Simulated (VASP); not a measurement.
# Na (Pm-3n) in VASP: a series of runs, part 2 of 2

VASP 6.6.1. Earlier steps stand in the parts before.

### Step 4. Relaxation of cell and atoms, RPBE

This run uses another cell than the first one, of 37.71 Å³/atom.

Input file INCAR:

```
PREC     = Accurate       # precision mode
ENCUT    = 600            # plane-wave cutoff, eV
EDIFF    = 1E-7           # SCF threshold, eV
ISMEAR   = -1             # smearing method
SIGMA    = 0.1            # smearing width, eV
LREAL    = False          # projectors in reciprocal space
LASPH    = True           # aspherical terms in the spheres
NELM     = 80             # most SCF steps
ALGO     = Normal         # electronic algorithm
ISIF     = 3              # what is computed and relaxed
LWAVE    = False          # write WAVECAR
LCHARG   = False          # write CHGCAR
GGA      = RP             # functional
IBRION   = 2              # ionic algorithm
NSW      = 80             # ionic steps
EDIFFG   = -0.01          # ionic threshold
```

Input file KPOINTS:

```
regular mesh
0
Gamma
  4 4 4
```

Input file POSCAR:

```
Na
1.0
    6.7067694446      0.0000000000      0.0000000000
    0.0000000000      6.7067694446      0.0000000000
    0.0000000000      0.0000000000      6.7067694446
Na
8
Direct
    0.0000000000      0.0000000000      0.0000000000
    0.5000000000      0.5000000000      0.5000000000
    0.2500000000      0.0000000000      0.5000000000
    0.7500000000      0.0000000000      0.5000000000
    0.5000000000      0.2500000000      0.0000000000
    0.5000000000      0.7500000000      0.0000000000
    0.0000000000      0.5000000000      0.2500000000
    0.0000000000      0.5000000000      0.7500000000
```

Potentials or basis: VASP PAW PBE potentials, release 64 (Na_pv).

Command:

```sh
> cat potpaw_PBE.64/Na_pv/POTCAR > POTCAR
> mpirun -np 1 vasp_std > vasp.out
```

OUTCAR:

```text
PREC = Accurate
   ENCUT = 600
   EDIFF = 1E-7
   ISMEAR = -1
   LREAL = False
   LASPH = True
   NELM = 80
   ISIF = 3
   GGA = RP
   IBRION = 2
   NSW = 80
   EDIFFG = -0.01

 ion  position               nearest neighbor table
   1  0.000  0.000  0.000-
   2  0.500  0.500  0.500-
   3  0.250  0.000  0.500-
   4  0.750  0.000  0.500-
   5  0.500  0.250  0.000-
   6  0.500  0.750  0.000-
   7  0.000  0.500  0.250-
   8  0.000  0.500  0.750-

  LATTYP: Found a simple cubic cell.
 ALAT       =     6.7067694446

  Lattice vectors:

[... 181 lines left out ...]

  FORCE on cell =-STRESS in cart. coord.  units (eV):
  Direction    XX          YY          ZZ          XY          YZ          ZX
  --------------------------------------------------------------------------------------
  -------------------------------------------------------------------------------------
  Total        0.7746869      0.7746869      0.7746869     -0.0000000     -0.0000000      0.0000000
  in kB        4.1143068      4.1143068      4.1143068     -0.0000000     -0.0000000      0.0000000
  external PRESSURE =       4.1143068 kB  Pullay stress =       0.0000000 kB
[... 71 lines left out ...]
--------------------------------------- Ionic step        3  -------------------------------------------

 number of electron      55.9999866 magnetization

 Free energy of the ion-electron system (eV)
  ---------------------------------------------------
  ext. energy  EPLUGINS =         0.00000000
  ---------------------------------------------------
  free energy    TOTEN  =        -9.55635318 eV

  energy without entropy =       -9.46957887  energy(sigma->0) =       -9.51296603

 E-fermi :   0.2885     XC(G=0):  -6.2048

 val. band max:       -0.0505718871   @ k =   0.5000   0.2500   0.2500
 cond. band min:       0.3072710671   @ k =   0.0000   0.0000   0.0000
 fundamental gap:      0.3578429542
 Fermi energy:         0.2885456581

 k-point     1 :       0.0000    0.0000    0.0000
  band No.  band energies     occupation
      1     -24.7834      2.00000
      2     -24.7834      2.00000
      3     -24.7805      2.00000
      4     -24.7501      2.00000
      5     -24.7501      2.00000
      6     -24.7501      2.00000
[... 384 lines left out ...]
  FREE ENERGIE OF THE ION-ELECTRON SYSTEM (eV)
  ---------------------------------------------------
  free  energy   TOTEN  =        -9.5563531828 eV

  energy  without entropy=       -9.4695788698  energy(sigma->0) =       -9.51296603

 reached required accuracy - stopping structural energy minimisation
```

CONTCAR:

```text
Na
   1.00000000000000
     6.8320097271244649   -0.0000000000000000    0.0000000000000000
    -0.0000000000000000    6.8320097271244649    0.0000000000000000
    -0.0000000000000000   -0.0000000000000000    6.8320097271244649
  Na
     8
Direct
     0.0000000000000000    0.0000000000000000    0.0000000000000000
     0.5000000000000000    0.5000000000000000    0.5000000000000000
     0.2500000000000000    0.0000000000000000    0.5000000000000000
     0.7500000000000000    0.0000000000000000    0.5000000000000000
     0.5000000000000000    0.2500000000000000    0.0000000000000000
     0.5000000000000000    0.7500000000000000    0.0000000000000000
     0.0000000000000000    0.5000000000000000    0.2500000000000000
     0.0000000000000000    0.5000000000000000    0.7500000000000000

  0.00000000E+00  0.00000000E+00  0.00000000E+00
  0.00000000E+00  0.00000000E+00  0.00000000E+00
  0.00000000E+00  0.00000000E+00  0.00000000E+00
  0.00000000E+00  0.00000000E+00  0.00000000E+00
  0.00000000E+00  0.00000000E+00  0.00000000E+00
  0.00000000E+00  0.00000000E+00  0.00000000E+00
  0.00000000E+00  0.00000000E+00  0.00000000E+00
  0.00000000E+00  0.00000000E+00  0.00000000E+00
```

It took 2 min on 1 thread of Intel Xeon 6975P-C (Granite Rapids), shared host; peak memory 0.44 GiB.

What came out:

```
Free energy                           : -9.5564 eV
Relaxed volume                        : 39.86 Å³/atom
Relaxed cell                          : a = 6.832 Å, b = 6.832 Å, c = 6.832 Å, α = 90.00°, β = 90.00°, γ = 90.00°
Space group after relaxing (to 0.1 Å) : Pm-3n (No. 223)
Energy gained by relaxing             : 2.7 meV/atom
Ionic steps                           : 3
Pressure after relaxing               : 0.0 GPa
Band gap on the k mesh                : zero (bands 28 and 29 overlap by 1.43 eV)
```

Step by step:
| step | energy change (eV) | largest force (eV/Å) | pressure (GPa) | volume (Å³) |
| --- | --- | --- | --- | --- |
| 1 | 0.0000 | 0.0000 | 0.41 | 301.68 |
| 2 | -0.0094 | 0.0000 | 0.30 | 305.92 |
| 3 | -0.0212 | 0.0000 | 0.01 | 318.89 |

Final structure:
```
Na
1.0
     6.83201    0.00000    0.00000
     0.00000    6.83201    0.00000
     0.00000    0.00000    6.83201
Na
8
Cartesian
  0.0000 0.0000 0.0000
  3.4160 3.4160 3.4160
  1.7080 0.0000 3.4160
  5.1240 0.0000 3.4160
  3.4160 1.7080 0.0000
  3.4160 5.1240 0.0000
  0.0000 3.4160 1.7080
  0.0000 3.4160 5.1240
```

Caveat: the PAW data sets were made with another functional, which shifts forces and pressure a little.

### Step 5. The runs side by side

| task | cell | k mesh | cutoff (eV) | gap on the mesh (eV) | pressure (GPa) |
| --- | --- | --- | --- | --- | --- |
| single point | a = 6.822 Å, 8 atoms | 4 × 4 × 4 | 520 | none | 0.0 |
| single point | a = 6.822 Å, 8 atoms | 5 × 5 × 5 | 520 | none | 0.0 |
| relaxation of cell and atoms | relaxed from a = 6.707 Å, 8 atoms | 4 × 4 × 4 | 600 | none | 0.0 |

Alike in all rows: level RPBE; potentials or basis VASP PAW PBE potentials, release 64 (Na_pv); no spin polarisation; smearing fermi-dirac 0.1 eV.

Caveats: the PAW data sets were made with another functional, which shifts forces and pressure a little.

Absolute energies hang on the potentials; compare differences alone.
